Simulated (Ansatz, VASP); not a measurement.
**Two plane-wave programs on ScIn3Rh**

```
Sc In Rh
1.0
     5.05611    0.00000    0.00000
     0.00000    5.05611    0.00000
     0.00000    0.00000    5.05611
Sc In Rh
1 3 1
Direct
  0.50000 0.50000 0.50000
  0.50000 0.00000 0.00000
  0.00000 0.50000 0.00000
  0.00000 0.00000 0.50000
  0.00000 0.00000 0.00000
```

Alike in both runs: task relaxation of cell and atoms; functional PBE; k mesh 8 × 8 × 8; occupations gaussian, width 0.1 eV; no spin polarisation.

|  | VASP | Ansatz |
| --- | --- | --- |
| version | VASP 6.6.1 | Ansatz 0.2.0 |
| potentials or method | VASP PAW PBE potentials, release 64 (Sc_sv, In_d, Rh_pv), cutoff 500 eV | scalar-relativistic, plane waves, PAW |
| valence electrons in the cell | 65 | 67 |

Ansatz gave:

* gap on the k mesh at the Fermi level, each at its own relaxed structure (eV): none
* relaxed volume (Å³/atom): 25.93
* relaxed length of the cell vector where the two differ most in proportion (Å): 5.062

Question: Estimate VASP's values.

Answer: gap on the k mesh at the Fermi level, each at its own relaxed structure (eV): none; relaxed volume (Å³/atom): 25.95; relaxed length of the cell vector where the two differ most in proportion (Å): 5.063.

A gap of «none» marks a metal or a gap that the smearing closes. VASP's potentials hold 65 valence electrons a cell and Ansatz's 67, so a difference there can come from the potentials and not from the codes.
